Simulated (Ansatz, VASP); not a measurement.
# ScAl3 in VASP and in Ansatz

File INCAR:

```
ALGO = Fast
EDIFF = 1E-6
ENCUT = 520
GGA = PE
ISIF = 2
ISMEAR = 0
LASPH = T
LCHARG = F
LREAL = F
LWAVE = F
NBANDS = 18
NELM = 60
PREC = Accurate
SIGMA = 0.15
```

KPOINTS

```
k-points
0
Gamma
  12 12 12
```

The input POSCAR:

```
ScAl3
1.0
    4.1053305968      0.0000000000      0.0000000000
    0.0000000000      4.1053305968      0.1796082136
    0.0000000000      0.1796082136      4.1053305968
Sc Al
1 3
Direct
    0.0000000000      0.0000000000      0.0000000000
    0.5000000000      0.0000000000      0.5000000000
    0.0000000000      0.5000000000      0.5000000000
    0.5000000000      0.5000000000      0.0000000000
```

Input for Ansatz:

```yaml
crystal:
  lattice:
    - [4.1053305968, 0.0, 0.0]
    - [0.0, 4.1053305968, 0.1796082136]
    - [0.0, 0.1796082136, 4.1053305968]
  atoms:
    - { symbol: Sc, position: [0.0, 0.0, 0.0] }
    - { symbol: Al, position: [0.5, 0.0, 0.5] }
    - { symbol: Al, position: [0.0, 0.5, 0.5] }
    - { symbol: Al, position: [0.5, 0.5, 0.0] }
basis:
  ecutwfc: 420
kpoints:
  mp_grid: { grid: [12, 12, 12] }
hamiltonian:
  xc: pbe
scf:
  occupations: { method: gaussian, width: 0.15 }
output:
  forces: true
  stress: true
  eigenvalues: true
```

Change from the starting cell: strain +0.0875 x Voigt [0, 0, 0, 1, 0, 0], atoms carried along.

Alike in both runs: task single point; functional PBE; k mesh 12 × 12 × 12; occupations gaussian, width 0.15 eV; no spin polarisation.

|  | VASP | Ansatz |
| --- | --- | --- |
| version | VASP 6.6.1 | Ansatz 0.2.0 |
| potentials or method | VASP PAW PBE potentials, release 64 (Sc_sv, Al), cutoff 520 eV | scalar-relativistic, plane waves, PAW |
| valence electrons in the cell | 20 | 20 |

VASP gave:

- gap on the k mesh at the Fermi level (eV): none
- pressure (GPa): 1.0
- traceless stress, the component that is largest in VASP (GPa): -6.26

Estimate Ansatz's values.

gap on the k mesh at the Fermi level (eV): none; pressure (GPa): 1.0; traceless stress, the component that is largest in VASP (GPa): -6.25.

A gap of «none» marks a metal or a gap that the smearing closes.
